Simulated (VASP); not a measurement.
Write the native input for VASP 6.6.1 that does the following.

```yaml
Task: single point
Functional: PBEsol
Potentials_or_basis: VASP PAW PBE potentials, release 64 (Sn_d, O)
Cutoff: 520 eV
k_mesh: 6 × 8 × 3
Occupations: gaussian, width 0.05 eV
Spin: no spin polarisation
Dipole_correction: no
Further_INCAR_settings: ALGO = Normal; EDIFF = 1e-06; NBANDS = 50; ISYM = 0
```

The structure of SnO lies in POSCAR:

```
SnO
1.0
    0.0000000000      0.0000000000     -4.2219700000
   -3.3550050000      0.0000000000      0.0000000000
   -1.6775025000     11.3482080000      0.0000000000
Sn O
4 4
Direct
    0.4868560000     -0.4329772500      0.8659545000
    0.4868560000     -0.1829772500      0.3659545000
    0.9868560000      0.4329772500      0.1340455000
    0.9868560000      0.1829772500      0.6340455000
    0.2631430000     -0.0978125000      0.1956250000
    0.2631430000     -0.3478125000      0.6956250000
    0.7631430000      0.0978125000      0.8043750000
    0.7631430000      0.3478125000      0.3043750000
```

The input as run:

INCAR

```
PREC = Accurate ; ENCUT = 520
EDIFF = 1E-6 ; ISMEAR = 0
SIGMA = 0.05 ; LREAL = False
LASPH = True ; NELM = 80
ALGO = Normal ; ISIF = 2
LWAVE = False ; LCHARG = False
GGA = PS ; NBANDS = 50
ISYM = 0
```

KPOINTS

```
Automatic mesh
0
Gamma
  6 8 3
```

Potentials or basis: VASP PAW PBE potentials, release 64 (Sn_d, O).

Command:

```bash
$ cat potpaw_PBE.64/Sn_d/POTCAR potpaw_PBE.64/O/POTCAR > POTCAR
$ mpirun -np 1 vasp_std > vasp.out
```

Results of the run:

```
Pressure               : -2.6 GPa
Largest force          : 0.416 eV/Å
Band gap on the k mesh : 0.89 eV
```

Caveat: the PAW data sets were made with another functional, which shifts forces and pressure a little; spin-orbit coupling is left out, which moves the levels of the heavy elements; an odd mesh through Γ misses points on the zone boundary, where band edges can lie.

Run time: 9.9 min on 1 thread of Intel(R) Xeon(R) Platinum 8488C (Sapphire Rapids), with other jobs on the host, peak memory 0.54 GiB.
